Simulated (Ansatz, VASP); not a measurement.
## Ge: VASP beside Ansatz

Contents of INCAR:

```
SYSTEM = Ge
PREC = Accurate
ENCUT = 520
EDIFF = 1E-7
ISMEAR = -1
SIGMA = 0.05
LREAL = .FALSE.
LASPH = .TRUE.
NELM = 80
ALGO = Normal
ISIF = 2
LWAVE = .FALSE.
LCHARG = .FALSE.
GGA = PE
NBANDS = 21
```

The input KPOINTS:

```
regular mesh
0
G
  8 8 8
  0 0 0
```

The input POSCAR:

```
Ge
1.0
    0.0000000000      2.8476450493      2.8476450493
    2.8476450493      0.0000000000      2.8476450493
    2.8476450493      2.8476450493      0.0000000000
Ge
2
Direct
    0.7500000000      0.7500000000      0.7500000000
    0.5000000000      0.5000000000      0.5000000000
```

Contents of input.yaml:

```yaml
crystal:
  lattice:
    - [0.0, 2.8476450493, 2.8476450493]
    - [2.8476450493, 0.0, 2.8476450493]
    - [2.8476450493, 2.8476450493, 0.0]
  atoms:
    - { symbol: Ge, position: [0.75, 0.75, 0.75] }
    - { symbol: Ge, position: [0.5, 0.5, 0.5] }
kpoints:
  mp_grid: { grid: [8, 8, 8] }
scf:
  occupations: { method: fermi_dirac, width: 0.05 }
hamiltonian:
  xc: pbe
  pseudopotentials: { kind: all_electron, lapw: { basis_error: 0.0005 } }
output:
  forces: true
  stress: true
  eigenvalues: true
```

Change from the starting cell: volume scaled by 1.02.

Alike in both runs: task single point; functional PBE; k mesh 8 × 8 × 8; occupations fermi-dirac, width 0.05 eV; no spin polarisation.

```csv
,VASP,Ansatz
version,VASP 6.6.1,Ansatz 0.2.0
potentials or method,"VASP PAW PBE potentials, release 64 (Ge_d), cutoff 520 eV","all-electron LAPW, scalar-relativistic"
```

Ansatz gave:

```
gap on the k mesh at the Fermi level (eV) : none
pressure (GPa)                            : 2.2
```

Q: What did VASP give for the same quantities?

A: gap on the k mesh at the Fermi level (eV): none; pressure (GPa): 2.1.

A gap of «none» marks a metal or a gap that the smearing closes. Ansatz ran all-electron here, and VASP with PAW potentials.
